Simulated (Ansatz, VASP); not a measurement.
RbBr in VASP and in Ansatz

```
Rb Br
1.0
     0.00000    3.51605    3.51605
     3.51605    0.00000    3.51605
     3.51605    3.51605    0.00000
Rb Br
1 1
Direct
  0.00000 0.00000 0.00000
  0.50000 0.50000 0.50000
```

Alike in both runs: task single point; functional LDA; k mesh 4 × 4 × 4; no spin polarisation.

|  | VASP | Ansatz |
| --- | --- | --- |
| version | VASP 6.6.1 | Ansatz 0.2.0 |
| potentials or method | VASP PAW LDA potentials, release 64 (Rb_sv, Br), cutoff 500 eV | all-electron (LAPW or listed datasets) |
| occupations | gaussian, width 0.01 eV | fixed |

VASP gave:

```
gap on the k mesh at the Fermi level (eV) : 3.79
```

Q: What did Ansatz give for the same quantities?

A: gap on the k mesh at the Fermi level (eV): 3.78.

LDA's correlation is that of Perdew and Zunger in VASP and of Perdew and Wang (1992) in Ansatz. Ansatz ran all-electron here, and VASP with PAW potentials.
